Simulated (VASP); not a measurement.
A run of VASP 6.6.1 is set up as follows.

INCAR

```
SYSTEM = CaSe
PREC = Accurate ; ENCUT = 600
EDIFF = 1E-6 ; ISMEAR = -1
SIGMA = 0.02 ; LREAL = .FALSE.
LASPH = .TRUE. ; NELM = 60
ALGO = Normal ; ISIF = 3
LWAVE = .FALSE. ; LCHARG = .FALSE.
GGA = PE ; IBRION = 2
NSW = 80 ; EDIFFG = -0.005
```

KPOINTS

```
regular mesh
0
G
  6 6 6
  0 0 0
```

POSCAR

```
CaSe
1.0
    0.0000000000      2.9560000000      2.9560000000
    2.9560000000      0.0000000000      2.9560000000
    2.9560000000      2.9560000000      0.0000000000
Ca Se
1 1
Direct
    0.0000000000      0.0000000000      0.0000000000
    0.5000000000      0.5000000000      0.5000000000
```

Potentials or basis: VASP PAW PBE potentials, release 64 (Ca_sv, Se).

Launch:

```console
$ cat potpaw_PBE.64/Ca_sv/POTCAR potpaw_PBE.64/Se/POTCAR > POTCAR
$ mpirun -np 1 vasp_std > vasp.out
```

(1) What does it give for the band gap on the k mesh?

(2) What does it give for the relaxed volume?

## Answers

(1) 2.08 eV, indirect (least direct gap 2.99 eV).

(2) 26.54 Å³/atom.
